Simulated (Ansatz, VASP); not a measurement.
# One calculation of AlN, two programs

The input INCAR:

```
SYSTEM = AlN
PREC = Accurate
ENCUT = 600
EDIFF = 1E-6
ISMEAR = 0
SIGMA = 0.05
LREAL = .False.
LASPH = .True.
NELM = 120
ALGO = Normal
ISIF = 2
LWAVE = .False.
LCHARG = .False.
GGA = PS
NBANDS = 16
GGA_COMPAT = .False.
```

The input KPOINTS:

```
Automatic mesh
0
Gamma
  12 12 6
  0 0 0
```

POSCAR

```
AlN
1.0
    2.8645972347      0.0000000000      0.0000000000
   -1.4322986173      2.4808139768      0.0000000000
    0.0000000000      0.0000000000      4.5847432227
Al N
2 2
Direct
    0.3333333333      0.6666666667      0.0015080761
    0.6666666667      0.3333333333      0.5015080761
    0.3333333333      0.6666666667      0.3834919239
    0.6666666667      0.3333333333      0.8834919239
```

Input for Ansatz:

```yaml
crystal:
  lattice:
    - [2.8645972347, 0.0, 0.0]
    - [-1.4322986173, 2.4808139768, 0.0]
    - [0.0, 0.0, 4.5847432227]
  atoms:
    - { symbol: Al, position: [0.3333333333, 0.6666666667, 0.0015080761] }
    - { symbol: Al, position: [0.6666666667, 0.3333333333, 0.5015080761] }
    - { symbol: "N", position: [0.3333333333, 0.6666666667, 0.3834919239] }
    - { symbol: "N", position: [0.6666666667, 0.3333333333, 0.8834919239] }
basis:
  ecutwfc: 420
kpoints:
  mp_grid: { grid: [12, 12, 6] }
hamiltonian:
  xc: pbesol
scf:
  occupations: { method: gaussian, width: 0.05 }
output:
  forces: true
  stress: true
  eigenvalues: true
```

Change from the starting cell: strain -0.080 along x and y, -0.080 along z, atoms carried along.

Alike in both runs: task single point; functional PBEsol; k mesh 12 × 12 × 6; occupations gaussian, width 0.05 eV; no spin polarisation.

```csv
,VASP,Ansatz
version,VASP 6.6.1,Ansatz 0.2.0
potentials or method,"VASP PAW PBE potentials, release 64 (Al, N), cutoff 600 eV","scalar-relativistic, plane waves, PAW"
valence electrons in the cell,16,16
```

|  | VASP | Ansatz | Ansatz less VASP |
| --- | --- | --- | --- |
| gap on the k mesh at the Fermi level (eV) | 4.93 | 4.94 | +0.015 |
| least direct gap on the mesh (eV) | 6.47 | 6.44 | -0.030 |
| pressure (GPa) | 82.1 | 81.1 | -1.01 |
| traceless stress, the component that is largest in VASP (GPa) | -4.06 | -3.95 | +0.107 |
| rms of the force components (eV/Å) | 0.082 | 0.081 | -0.0017 |

VASP's potentials were made for PBE, not for PBEsol. Atom by atom the forces differ by 0.002 eV/Å (rms over components). Both programs put the cell under a high pressure, so it lies far from rest at this level.

Noted on VASP's run: the cell as given lies far from equilibrium.
